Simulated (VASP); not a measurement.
## TiCo: single point with PBE

Crystal: TiCo.

```
CELL_PARAMETERS angstrom
2.98611 0.00000 0.00000
0.00000 2.98611 0.00000
0.00000 0.00000 2.98611
ATOMIC_POSITIONS crystal
Co 0.50000 0.50000 0.50000
Ti 0.00000 0.00000 0.00000
```

- Program: VASP 6.6.1
- Task: single point
- Functional: PBE
- Potentials or basis: VASP PAW PBE potentials, release 64 (Co, Ti_sv)
- Cutoff: 520 eV
- k mesh: 8 × 8 × 8
- Occupations: fermi-dirac, width 0.05 eV
- Spin: collinear spin, ferromagnetic start
- Starting moments: [2.0, 1.0] μB
- Fixed moment: 3 μB

```json
{"Pressure": "11.5 GPa", "Net moment": "3.00 μB per cell", "Site moments": "Co +1.86; Ti +0.80 μB", "Valence electrons inside the program's atomic spheres": "Co 8.24; Ti 10.37"}
```

It took 24 s on 1 thread of Intel(R) Xeon(R) Platinum 8488C (Sapphire Rapids), with other jobs on the host, peak memory 0.16 GiB.

Caveat: the total moment is fixed, so each spin has its own Fermi level.
